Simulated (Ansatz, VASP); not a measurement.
RbAuBr3: VASP beside Ansatz

```xyz
5
Lattice="5.2334 0.0000 0.0000 0.0000 5.2334 0.0000 0.0000 0.0000 5.2334" Properties=species:S:1:pos:R:3 pbc="T T T"
Rb    2.6167    2.6167    2.6167
Au    0.0000    0.0000    0.0000
Br    2.6167    0.0000    0.0000
Br    0.0000    0.0000    2.6167
Br    0.0000    2.6167    0.0000
```

Alike in both runs: task relaxation of cell and atoms; functional LDA; k mesh 8 × 8 × 8; occupations gaussian, width 0.1 eV; no spin polarisation.

|  | VASP | Ansatz |
| --- | --- | --- |
| version | VASP 6.6.1 | Ansatz 0.2.0 |
| potentials or method | VASP PAW LDA potentials, release 64 (Rb_sv, Au, Br), cutoff 600 eV | scalar-relativistic, plane waves, PAW |
| valence electrons in the cell | 41 | 49 |

|  | VASP | Ansatz | Ansatz less VASP |
| --- | --- | --- | --- |
| gap on the k mesh at the Fermi level, each at its own relaxed structure (eV) | none | none | - |
| relaxed volume (Å³/atom) | 28.75 | 28.67 | -0.083 |
| relaxed length of the cell vector where the two differ most in proportion (Å) | 5.238 | 5.233 | -0.0050 |

LDA's correlation is that of Perdew and Zunger in VASP and of Perdew and Wang (1992) in Ansatz. A gap of «none» marks a metal or a gap that the smearing closes. VASP's potentials hold 41 valence electrons a cell and Ansatz's 49, so a difference there can come from the potentials and not from the codes.

Spin-orbit coupling is off throughout.
